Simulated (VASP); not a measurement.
**MoH5: relaxation of cell and atoms with PBE**

Crystal: MoH5.

```
H Mo
1.0
     3.70434    0.00000    0.00000
     0.00000    3.70434    0.00000
     0.00000    0.00000    2.52705
H Mo
5 1
Direct
  0.37011 0.50000 0.00000
  0.62989 0.50000 0.00000
  0.50000 0.37011 0.00000
  0.50000 0.62989 0.00000
  0.00000 0.00000 0.00000
  0.00000 0.00000 0.50000
```

```
Program                : VASP 6.6.1
Task                   : relaxation of cell and atoms
Functional             : PBE
Potentials or basis    : VASP PAW PBE potentials, release 64 (H, Mo_sv)
Cutoff                 : 600 eV
k mesh                 : 6 × 6 × 6
Occupations            : gaussian, width 0.1 eV
Spin                   : no spin polarisation
Dipole correction      : no
Further INCAR settings : ALGO = Normal; EDIFF = 1e-06; IBRION = 2; EDIFFG = -0.04; NSW = 90; ISIF = 3
```

```
Relaxed volume                         : 6.03 Å³/atom
Relaxed cell                           : a = 3.291 Å, b = 3.291 Å, c = 3.341 Å, α = 90.00°, β = 90.00°, γ = 90.00°
Space group after relaxing (to 0.05 Å) : P4/mmm (No. 123)
Energy gained by relaxing              : 2090.2 meV/atom
Ionic steps                            : 15
Pressure after relaxing                : -0.2 GPa
Largest force after relaxing           : 0.004 eV/Å
```

Forces on the atoms (eV/Å):
```
H   -0.004  0.000  0.000
H    0.004  0.000  0.000
H    0.000 -0.004  0.000
H    0.000  0.004  0.000
H    0.000  0.000  0.000
Mo   0.000  0.000  0.000
```

Stress tensor (GPa, compression positive):
```
-0.16  0.00  0.00
 0.00 -0.16  0.00
 0.00  0.00 -0.25
```

The path:
| step | energy change (eV) | largest force (eV/Å) | pressure (GPa) | volume (Å³) |
| --- | --- | --- | --- | --- |
| 1 | 0.0000 | 15.1312 | 94.06 | 34.68 |
| 2 | -10.5416 | 0.8505 | -16.76 | 53.91 |
| 3 | -10.5435 | 0.8702 | -16.82 | 53.99 |
| 4 | -11.4512 | 1.0618 | -12.73 | 47.22 |
| 5 | -11.1837 | 3.3645 | 46.89 | 30.24 |
| 6 | -12.0292 | 0.7830 | -5.04 | 41.19 |
| 7 | -12.1978 | 0.1886 | 11.63 | 35.54 |
| 8 | -12.2231 | 0.2604 | 4.85 | 37.33 |
| 9 | -12.4802 | 0.6523 | 5.64 | 36.07 |
| 10 | -12.4844 | 0.5255 | 5.28 | 36.20 |
| 11 | -12.5287 | 0.1274 | -3.19 | 37.52 |
| 12 | -12.5354 | 0.0433 | -1.22 | 37.16 |
| 13 | -12.5354 | 0.0534 | -1.12 | 37.15 |
| 14 | -12.5382 | 0.0342 | -0.87 | 36.88 |
| 15 | -12.5414 | 0.0043 | -0.19 | 36.19 |

Final structure:
```
H Mo
1.0
     3.29128    0.00000    0.00000
     0.00000    3.29128    0.00000
     0.00000    0.00000    3.34057
H Mo
5 1
Direct
  0.14244 0.50000 0.00000
  0.85756 0.50000 0.00000
  0.50000 0.14244 0.00000
  0.50000 0.85756 0.00000
  0.00000 0.00000 0.00000
  0.00000 0.00000 0.50000
```

Levels at points of the mesh, in eV from the Fermi level:
| k point | band 6 | band 7 | band 8 | band 9 | band 10 | band 11 | band 12 | band 13 |
| --- | --- | --- | --- | --- | --- | --- | --- | --- |
| (0.00, 0.00, 0.00) | -6.11 | -5.56 | 0.53 | 0.53 | 0.95 | 0.96 | 2.61 | 2.61 |
| (0.50, 0.00, 0.00) | -9.71 | -5.04 | -1.06 | -0.80 | 0.67 | 1.19 | 3.16 | 4.50 |
| (0.50, 0.50, 0.00) | -8.27 | -8.27 | -5.11 | -0.74 | -0.74 | 1.79 | 2.23 | 4.32 |
| (0.00, 0.00, 0.50) | -4.55 | -3.70 | -2.11 | -1.80 | -1.80 | 0.48 | 1.05 | 1.11 |
| (0.50, 0.00, 0.50) | -9.37 | -2.19 | -0.99 | -0.09 | 0.01 | 0.91 | 0.96 | 2.26 |
| (0.50, 0.50, 0.50) | -9.05 | -4.30 | -2.50 | -2.16 | 0.89 | 1.90 | 2.54 | 2.54 |

It took 110 s on 1 thread of AMD EPYC 9R45 96-Core Processor (Zen 5), on a shared host, peak memory 0.14 GiB.

Caveat: the k points lie up to 0.32 Å⁻¹ apart in the final cell.
